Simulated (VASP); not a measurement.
Crystal: CuW.

```
CELL_PARAMETERS angstrom
0.00000 2.57151 2.57151
2.57151 0.00000 2.57151
2.57151 2.57151 0.00000
ATOMIC_POSITIONS crystal
Cu 0.00000 0.00000 0.00000
W 0.25000 0.25000 0.25000
```

* Program: VASP 6.6.1
* Task: relaxation of cell and atoms
* Functional: PBE
* Potentials or basis: VASP PAW PBE potentials, release 64 (Cu, W_sv)
* Cutoff: 600 eV
* k mesh: 6 × 6 × 6
* Occupations: gaussian, width 0.1 eV
* Spin: no spin polarisation

At the start: pressure 29.1 GPa; volume 17.00 Å³/atom.

How do energy, volume and symmetry change on relaxing?

Over 5 steps the energy falls by 237.5 meV/atom and the volume is 20.05 Å³/atom (+17.9 %); space group F-43m (No. 216, to 0.05 Å).

The path:
```csv
step,energy change (eV),largest force (eV/Å),pressure (GPa),volume (Å³)
1,0.0000,0.0000,29.08,34.01
2,0.2790,0.0000,-16.56,51.57
3,-0.4735,0.0000,-1.16,40.54
4,-0.4750,0.0000,-0.32,40.23
5,-0.4750,0.0000,0.08,40.10
```

Final structure:
```
Cu W
1.0
     0.00000    2.71665    2.71665
     2.71665    0.00000    2.71665
     2.71665    2.71665    0.00000
Cu W
1 1
Cartesian
  0.0000 0.0000 0.0000
  1.3583 1.3583 1.3583
```

Caveat: the volume moved by over 15 % at a fixed basis, so the end points are rough.
